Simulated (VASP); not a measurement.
Write the native input for VASP 6.6.1 that does the following.

| Property | Result |
| --- | --- |
| Task | single point |
| Functional | PBE |
| Potentials or basis | VASP PAW PBE potentials, release 64 (Br, Bi_d, Ag, K_sv) |
| Cutoff | 520 eV |
| k mesh | 5 × 5 × 2 |
| Occupations | fermi-dirac, width 0.1 eV |
| Spin | no spin polarisation |
| Dipole correction | no |
| Further INCAR settings | ALGO = Normal; EDIFF = 1e-06; NBANDS = 60 |

The structure of KAgBiBr2 lies in POSCAR:

```
KAgBiBr2
1.0
    4.2873650000      0.0000000000      0.0000000000
    2.1436820000     -7.4022090000      0.0000000000
    0.0000000000      0.0000000000     -9.5269980000
Br Bi Ag K
4 2 2 2
Direct
    0.3437800000      0.3124400000      0.4378500000
    0.6562200000      0.6875600000      0.9378500000
    0.6562200000      0.6875600000      0.5621500000
    0.3437800000      0.3124400000      0.0621500000
    0.2915200000      0.4169600000      0.7500000000
    0.7084800000      0.5830400000      0.2500000000
    0.0000000000      0.0000000000      0.5000000000
    0.0000000000      0.0000000000      0.0000000000
    0.9190300000      0.1619400000      0.7500000000
    0.0809700000      0.8380600000      0.2500000000
```

These files were run (other wordings do the same):

INCAR

```
  PREC = Accurate
  ENCUT = 520
  EDIFF = 1E-6
  ISMEAR = -1
  SIGMA = 0.1
  LREAL = F
  LASPH = T
  NELM = 60
  ALGO = Normal
  ISIF = 2
  LWAVE = F
  LCHARG = F
  GGA = PE
  NBANDS = 60
```

KPOINTS

```
regular mesh
0
Gamma
  5 5 2
```

Potentials or basis: VASP PAW PBE potentials, release 64 (Br, Bi_d, Ag, K_sv).

The run is started by

```sh
$ cat potpaw_PBE.64/Br/POTCAR potpaw_PBE.64/Bi_d/POTCAR potpaw_PBE.64/Ag/POTCAR potpaw_PBE.64/K_sv/POTCAR > POTCAR
$ mpirun -np 1 vasp_std > vasp.out
```

It gave:

```json
{
  "Pressure": "5.5 GPa",
  "Largest force": "2.645 eV/Å",
  "Band gap on the k mesh": "zero (bands 49 and 50 overlap by 0.60 eV)"
}
```

Caveat: the cell stands under pressure; spin-orbit coupling is left out, which moves the levels of the heavy elements; forces of over 1 eV/Å act on the atoms, so gaps and moduli don't describe the material at rest.

It took 5.1 min on 1 thread of Intel(R) Xeon(R) Platinum 8488C (Sapphire Rapids), with other jobs on the host, peak memory 0.55 GiB.
